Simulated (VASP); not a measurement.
# Ge (Fd-3m) in VASP: single point with r2SCAN

Aim: the single point of Ge with r2SCAN.

Program: VASP 6.6.1. These are calculated values, not measurements. Logs are shortened: lines on timing, memory, paths and dates and some standing lists are left out, and cuts for length are marked.

## 1. The cell of the first run

Symmetry: Fd-3m, No. 227, cubic system. Conventional cell: a = 5.674 Å, b = 5.674 Å, c = 5.674 Å, α = 90.00°, β = 90.00°, γ = 90.00°. Ge (site symmetry -43m) has 4 Ge at 2.46 Å within 3.2 Å.

## 2. Single point, r2SCAN, non-collinear spin, zero start, spin-orbit coupling

Input file POSCAR:

```
Ge
1.0
    0.0000000000      2.8368735121      2.8368735121
    2.8368735121      0.0000000000      2.8368735121
    2.8368735121      2.8368735121      0.0000000000
Ge
2
Direct
    0.0000000000      0.0000000000      0.0000000000
    0.2500000000      0.2500000000      0.2500000000
```

Input file INCAR.step1:

```
SYSTEM = Ge
ALGO     = Normal         ! electronic algorithm
EDIFF    = 1E-4           ! SCF threshold, eV
ENCUT    = 520            ! plane-wave cutoff, eV
GGA      = PE             ! functional
GGA_COMPAT= .FALSE.      
ISMEAR   = -1             ! smearing method
LASPH    = .TRUE.         ! aspherical terms in the spheres
LCHARG   = .FALSE.        ! write CHGCAR
LREAL    = .FALSE.        ! projectors in reciprocal space
LSORBIT  = .TRUE.         ! spin-orbit coupling
LWAVE    = .TRUE.         ! write WAVECAR
MAGMOM   = 0 0 0 0 0 0    ! initial moments
NBANDS   = 40             ! bands
NELM     = 150            ! most SCF steps
PREC     = Accurate       ! precision mode
SIGMA    = 0.02           ! smearing width, eV
```

Input file INCAR.step2:

```
SYSTEM = Ge
ALGO     = Normal         ! electronic algorithm
EDIFF    = 1E-6           ! SCF threshold, eV
ENCUT    = 520            ! plane-wave cutoff, eV
GGA_COMPAT= .FALSE.      
ISIF     = 2              ! what is computed and relaxed
ISMEAR   = -1             ! smearing method
ISTART   = 1            
LASPH    = .TRUE.         ! aspherical terms in the spheres
LCHARG   = .FALSE.        ! write CHGCAR
LMIXTAU  = .TRUE.       
LORBIT   = 11             ! projections on sites
LORBMOM  = .TRUE.       
LREAL    = .FALSE.        ! projectors in reciprocal space
LSORBIT  = .TRUE.         ! spin-orbit coupling
LWAVE    = .FALSE.        ! write WAVECAR
MAGMOM   = 0 0 0 0 0 0    ! initial moments
METAGGA  = R2SCAN         ! meta-GGA
NBANDS   = 40             ! bands
NELM     = 150            ! most SCF steps
PREC     = Accurate       ! precision mode
SIGMA    = 0.02           ! smearing width, eV
```

Input file KPOINTS:

```
k-points
0
G
  8 8 8
  0 0 0
```

Potentials or basis: VASP PAW PBE potentials, release 64 (Ge_d).

Launch:

```bash
$ cat potpaw_PBE.64/Ge_d/POTCAR > POTCAR
$ cp INCAR.step1 INCAR
$ mpirun -np 1 vasp_ncl > vasp.out
$ cp INCAR.step2 INCAR
$ mpirun -np 1 vasp_ncl > vasp.out
```

OUTCAR:

```text
SYSTEM = Ge
   EDIFF = 1E-6
   ENCUT = 520
   ISIF = 2
   ISMEAR = -1
   ISTART = 1
   LASPH = .TRUE.
   LORBIT = 11
   LREAL = .FALSE.
   LSORBIT = .TRUE.
   METAGGA = R2SCAN
   NELM = 150
   PREC = Accurate

 ion  position               nearest neighbor table
   1  0.000  0.000  0.000-   2 2.46   2 2.46   2 2.46   2 2.46
   2  0.250  0.250  0.250-   1 2.46   1 2.46   1 2.46   1 2.46

  LATTYP: Found a face centered cubic cell.
 ALAT       =     5.6737470242

  Lattice vectors:

 A1 = (   0.0000000000,   2.8368735121,   2.8368735121)
 A2 = (   2.8368735121,   0.0000000000,   2.8368735121)
 A3 = (   2.8368735121,   2.8368735121,   0.0000000000)

Analysis of symmetry for initial positions (statically):
=====================================================================
 Subroutine PRICEL returns:
 Original cell was already a primitive cell.

 Routine SETGRP: Setting up the symmetry group for a
 face centered cubic supercell.

 Subroutine GETGRP returns: Found 48 space group operations
 (whereof 24 operations were pure point group operations)
 out of a pool of 48 trial point group operations.

The static configuration has the point symmetry T_d .
 The point group associated with its full space group is O_h .

Analysis of symmetry for dynamics (positions and initial velocities):
=====================================================================
 Subroutine PRICEL returns:
 Original cell was already a primitive cell.

 Routine SETGRP: Setting up the symmetry group for a
 face centered cubic supercell.

 Subroutine GETGRP returns: Found 48 space group operations
 (whereof 24 operations were pure point group operations)
 out of a pool of 48 trial point group operations.

The dynamic configuration has the point symmetry T_d .
 The point group associated with its full space group is O_h .

Analysis of structural, dynamic, and magnetic symmetry:
=====================================================================
 Subroutine PRICEL returns:
 Original cell was already a primitive cell.

 Routine SETGRP: Setting up the symmetry group for a
 face centered cubic supercell.

 Subroutine GETGRP returns: Found 48 space group operations
 (whereof 24 operations were pure point group operations)
 out of a pool of 48 trial point group operations.

The overall configuration has the point symmetry T_d .
 The point group associated with its full space group is O_h .

 Subroutine INISYM returns: Found 48 space group operations
 (whereof 24 operations are pure point group operations),
 and found     1 'primitive' translations

----------------------------------------------------------------------------------------

                                     Primitive cell

  volume of cell :      45.6615

  direct lattice vectors                    reciprocal lattice vectors
     0.000000000  2.836873512  2.836873512    -0.176250368  0.176250368  0.176250368
     2.836873512  0.000000000  2.836873512     0.176250368 -0.176250368  0.176250368
     2.836873512  2.836873512  0.000000000     0.176250368  0.176250368 -0.176250368

  length of vectors
     4.011944996  4.011944996  4.011944996     0.305274592  0.305274592  0.305274592

  position of ions in fractional coordinates (direct lattice)
     0.000000000  0.000000000  0.000000000
     0.250000000  0.250000000  0.250000000

  ion indices of the primitive-cell ions
   primitive index   ion index
                 1           1
                 2           2

----------------------------------------------------------------------------------------

 KPOINTS: k-points

Automatic generation of k-mesh.
 Grid dimensions read from file:
 generate k-points for:    8    8    8

 Generating k-lattice:

  Cartesian coordinates                     Fractional coordinates (reciprocal lattice)
    -0.022031296  0.022031296  0.022031296     0.125000000  0.000000000  0.000000000
     0.022031296 -0.022031296  0.022031296     0.000000000  0.125000000  0.000000000
[... 92 lines left out ...]
 NGX is ok and might be reduce to    30
   NGX = 15   NGY = 15   NGZ = 15

 number of electron      28.0000015 magnetization       0.0000000      0.0000000     -0.0000000

 number of electron      28.0000015 magnetization       0.0000000     -0.0000000     -0.0000000

 number of electron      28.0000015 magnetization       0.0000000      0.0000000      0.0000000

 Free energy of the ion-electron system (eV)
  ---------------------------------------------------
  ext. energy  EPLUGINS =         0.00000000
  ---------------------------------------------------
  free energy    TOTEN  =       -27.75287658 eV

  energy without entropy =      -27.75287151  energy(sigma->0) =      -27.75287405

 E-fermi :   4.9358     XC(G=0): -10.7741

 val. band max:        4.8149934252   @ k =   0.0000   0.0000   0.0000
 cond. band min:       5.0434351578   @ k =   0.0000   0.0000   0.0000
 fundamental gap:      0.2284417325
 Fermi energy:         4.9357515468

 k-point     1 :       0.0000    0.0000    0.0000
  band No.  band energies     occupation
      1     -21.0312      1.00000
      2     -21.0312      1.00000
      3     -21.0312      1.00000
      4     -21.0312      1.00000
      5     -20.9672      1.00000
      6     -20.9672      1.00000
[... 1021 lines left out ...]
     39      16.3177      0.00000
     40      16.3177      0.00000

 [... further k-points ...]
[... 5 lines left out ...]
  --------------------------------------------------------------------------------------
  -------------------------------------------------------------------------------------
  Total        0.0091652      0.0091652      0.0091652     -0.0000000     -0.0000000     -0.0000000
  in kB        0.3215887      0.3215887      0.3215887     -0.0000000     -0.0000000     -0.0000000
  external PRESSURE =       0.3215887 kB  Pullay stress =       0.0000000 kB

 VOLUME and BASIS-vectors are now :
 -----------------------------------------------------------------------------
  energy-cutoff  :      520.00
  volume of cell :       45.66
      direct lattice vectors                 reciprocal lattice vectors
     0.000000000  2.836873512  2.836873512    -0.176250368  0.176250368  0.176250368
     2.836873512  0.000000000  2.836873512     0.176250368 -0.176250368  0.176250368
     2.836873512  2.836873512  0.000000000     0.176250368  0.176250368 -0.176250368

 POSITION                                       TOTAL-FORCE (eV/Angst)
 -----------------------------------------------------------------------------------
      0.00000      0.00000      0.00000        -0.000000     -0.000000      0.000000
      1.41844      1.41844      1.41844         0.000000      0.000000     -0.000000
 -----------------------------------------------------------------------------------
    total drift:                                0.000000      0.000000      0.000000

  FREE ENERGIE OF THE ION-ELECTRON SYSTEM (eV)
  ---------------------------------------------------
  free  energy   TOTEN  =       -27.7528765781 eV

  energy  without entropy=      -27.7528715147  energy(sigma->0) =      -27.75287405

 orbital moment (x)

 # of ion     p       d       tot
 ----------------------------------------
  1        -0.000   0.000  -0.000
  2        -0.000  -0.000  -0.000
 ----------------------------------------
           -0.000   0.000  -0.000

 orbital moment (y)

 # of ion     p       d       tot
 ----------------------------------------
  1        -0.000  -0.000  -0.000
  2        -0.000  -0.000  -0.000
 ----------------------------------------
           -0.000  -0.000  -0.000

 orbital moment (z)

 # of ion     p       d       tot
 ----------------------------------------
  1         0.000   0.000   0.000
  2         0.000  -0.000  -0.000
 ----------------------------------------
            0.000   0.000   0.000

 Spin-Orbit-Coupling matrix elements

 Ion:    1  E_soc:     -0.0173061
 l=   1
     0.0000000    -0.0019609    -0.0019609
    -0.0019609     0.0000000    -0.0019609
    -0.0019609    -0.0019609     0.0000000
 l=   2
     0.0000000    -0.0001853     0.0000000    -0.0001853    -0.0007382
    -0.0001853     0.0000000    -0.0005536    -0.0001853    -0.0001845
     0.0000000    -0.0005536     0.0000000    -0.0005536     0.0000000
    -0.0001853    -0.0001853    -0.0005536     0.0000000    -0.0001845
    -0.0007382    -0.0001845     0.0000000    -0.0001845     0.0000000
 l=   3
     0.0000000     0.0000000     0.0000000     0.0000000     0.0000000     0.0000000     0.0000000
     0.0000000     0.0000000     0.0000000     0.0000000     0.0000000     0.0000000     0.0000000
     0.0000000     0.0000000     0.0000000     0.0000000     0.0000000     0.0000000     0.0000000
     0.0000000     0.0000000     0.0000000     0.0000000     0.0000000     0.0000000     0.0000000
     0.0000000     0.0000000     0.0000000     0.0000000     0.0000000     0.0000000     0.0000000
     0.0000000     0.0000000     0.0000000     0.0000000     0.0000000     0.0000000     0.0000000
     0.0000000     0.0000000     0.0000000     0.0000000     0.0000000     0.0000000     0.0000000

 Ion:    2  E_soc:     -0.0173061
 l=   1
     0.0000000    -0.0019609    -0.0019609
    -0.0019609     0.0000000    -0.0019609
    -0.0019609    -0.0019609     0.0000000
 l=   2
     0.0000000    -0.0001853     0.0000000    -0.0001853    -0.0007382
    -0.0001853     0.0000000    -0.0005536    -0.0001853    -0.0001845
     0.0000000    -0.0005536     0.0000000    -0.0005536     0.0000000
    -0.0001853    -0.0001853    -0.0005536     0.0000000    -0.0001845
    -0.0007382    -0.0001845     0.0000000    -0.0001845     0.0000000
 l=   3
     0.0000000     0.0000000     0.0000000     0.0000000     0.0000000     0.0000000     0.0000000
     0.0000000     0.0000000     0.0000000     0.0000000     0.0000000     0.0000000     0.0000000
     0.0000000     0.0000000     0.0000000     0.0000000     0.0000000     0.0000000     0.0000000
     0.0000000     0.0000000     0.0000000     0.0000000     0.0000000     0.0000000     0.0000000
     0.0000000     0.0000000     0.0000000     0.0000000     0.0000000     0.0000000     0.0000000
     0.0000000     0.0000000     0.0000000     0.0000000     0.0000000     0.0000000     0.0000000
     0.0000000     0.0000000     0.0000000     0.0000000     0.0000000     0.0000000     0.0000000

 total charge

# of ion       s       p       d       tot
------------------------------------------
    1        1.102   1.285  10.022  12.409
    2        1.102   1.285  10.022  12.409
--------------------------------------------------
tot          2.205   2.571  20.043  24.818

 magnetization (x)

# of ion       s       p       d       tot
------------------------------------------
    1        0.000   0.000  -0.000   0.000
    2        0.000   0.000  -0.000   0.000
--------------------------------------------------
tot          0.000   0.000  -0.000   0.000

 magnetization (y)

# of ion       s       p       d       tot
------------------------------------------
    1        0.000  -0.000   0.000  -0.000
    2        0.000  -0.000   0.000  -0.000
--------------------------------------------------
tot          0.000  -0.000   0.000  -0.000

 magnetization (z)

# of ion       s       p       d       tot
------------------------------------------
    1       -0.000   0.000   0.000   0.000
    2       -0.000   0.000  -0.000   0.000
--------------------------------------------------
tot         -0.000   0.000  -0.000   0.000
```

Wall time 7 min (1 thread of AMD EPYC 9R45 (Zen 5), shared host); peak memory 0.32 GiB.

What came out:

```
Free energy                                           : -27.7529 eV
Pressure                                              : 0.0 GPa
Net moment                                            : 0.00 μB per cell
Valence electrons inside the program's atomic spheres : Ge 12.41
```

Moments on the atoms (μB; x, y, z):
```
Ge  0.00 0.00 0.00
Ge  0.00 0.00 0.00
```

Caveat: the PAW data sets were made with another functional, which shifts forces and pressure a little.
